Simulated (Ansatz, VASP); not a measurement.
# Sb: VASP beside Ansatz

File INCAR:

```
SYSTEM = Sb
PREC = Accurate
ENCUT = 400
EDIFF = 1E-8
ISMEAR = -1
SIGMA = 0.05
LREAL = .FALSE.
LASPH = .TRUE.
NELM = 120
ALGO = Normal
ISIF = 2
LWAVE = .FALSE.
LCHARG = .FALSE.
GGA = PS
LEFG = .TRUE.
NBANDS = 12
GGA_COMPAT = .FALSE.
```

The input KPOINTS:

```
Automatic mesh
0
G
  9 9 9
  0 0 0
```

The input POSCAR:

```
Sb
1.0
    2.1506003320      1.2416496806      3.8188800000
   -2.1506003320      1.2416496806      3.8188800000
    0.0000000000     -2.4832993611      3.8188800000
Sb
2
Direct
    0.2336400000      0.2336400000      0.2336400000
    0.7663600000      0.7663600000      0.7663600000
```

Input for Ansatz:

```yaml
crystal:
  lattice:
    - [2.150600332, 1.2416496806, 3.81888]
    - [-2.150600332, 1.2416496806, 3.81888]
    - [0.0, -2.4832993611, 3.81888]
  atoms:
    - { symbol: Sb, position: [0.23364, 0.23364, 0.23364] }
    - { symbol: Sb, position: [0.76636, 0.76636, 0.76636] }
kpoints:
  mp_grid: { grid: [9, 9, 9] }
scf:
  occupations: { method: fermi_dirac, width: 0.05 }
hamiltonian:
  xc: pbesol
  pseudopotentials: { kind: paw }
output:
  forces: true
  stress: true
  eigenvalues: true
  efg: { contact_densities: true }
  write_density: true
  write_potential: true
  elf: true
  volumetric_format: npy
```

Change from the starting cell: zz strain of +2 %, PAW files.

Alike in both runs: task electric field gradients; functional PBEsol; k mesh 9 × 9 × 9; occupations fermi-dirac, width 0.05 eV; no spin polarisation.

|  | VASP | Ansatz |
| --- | --- | --- |
| version | VASP 6.6.1 | Ansatz 0.2.0 |
| potentials or method | VASP PAW PBE potentials, release 64 (Sb) | PAW with Ansatz's default frozen-core files, scalar-relativistic |
| plane-wave cutoff (eV) | 400 | 420 |
| valence electrons in the cell | 10 | 30 |

|  | VASP | Ansatz | Ansatz less VASP |
| --- | --- | --- | --- |
| pressure (GPa) | -0.4 | -0.6 | -0.17 |
| traceless stress, the component that is largest in VASP (GPa) | -0.75 | -0.71 | +0.042 |
| rms of the force components (eV/Å) | 0.039 | 0.007 | -0.0314 |
| size of Vzz on the site where it differs most (V/Å²) | 36.6 | 40.2 | +3.64 |

VASP's potentials were made for PBE, not for PBEsol. Atom by atom the forces differ by 0.031 eV/Å (rms over components). VASP's potentials hold 10 valence electrons a cell and Ansatz's 30, so a difference there can come from the potentials and not from the codes.

Neither program's run includes spin-orbit coupling.
